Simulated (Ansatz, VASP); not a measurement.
## Two plane-wave programs on P2Se2O

```xyz
5
Lattice="-2.5405 2.5405 4.0073 2.5405 -2.5405 4.0073 2.5405 2.5405 -4.0073" Properties=species:S:1:pos:R:3 pbc="T T T"
P     0.0000    0.0000    6.4006
P     0.0000    0.0000    1.6141
Se    2.5405    0.0000    2.0037
Se    0.0000    2.5405    2.0037
O     0.0000    0.0000    0.0000
```

Change from the starting cell: species swapped into the CeSi2Pd2 type (I4/mmm, No. 139).

Alike in both runs: functional PBE; dispersion D3(BJ); k mesh 10 × 10 × 10; occupations gaussian, width 0.01 eV; no spin polarisation.

Ansatz relaxed the structure, and its values are those at the end. VASP's run is a single point on that final structure, the one shown.

```csv
,VASP,Ansatz
version,VASP 6.6.1,Ansatz 0.2.0
potentials or method,"VASP PAW PBE potentials, release 64 (P, Se, O), cutoff 520 eV","scalar-relativistic, plane waves, PAW"
valence electrons in the cell,28,48
```

Ansatz gave:

* gap on the k mesh at the Fermi level (eV): 0.03
* least direct gap on the mesh (eV): 0.17
* pressure (GPa): 0.0
* rms of the force components (eV/Å): 0.001

**Question.** What did VASP give for the same quantities?

**Answer.** gap on the k mesh at the Fermi level (eV): 0.03; least direct gap on the mesh (eV): 0.17; pressure (GPa): -0.2; rms of the force components (eV/Å): 0.049.

VASP's potentials hold 28 valence electrons a cell and Ansatz's 48, so a difference there can come from the potentials and not from the codes.
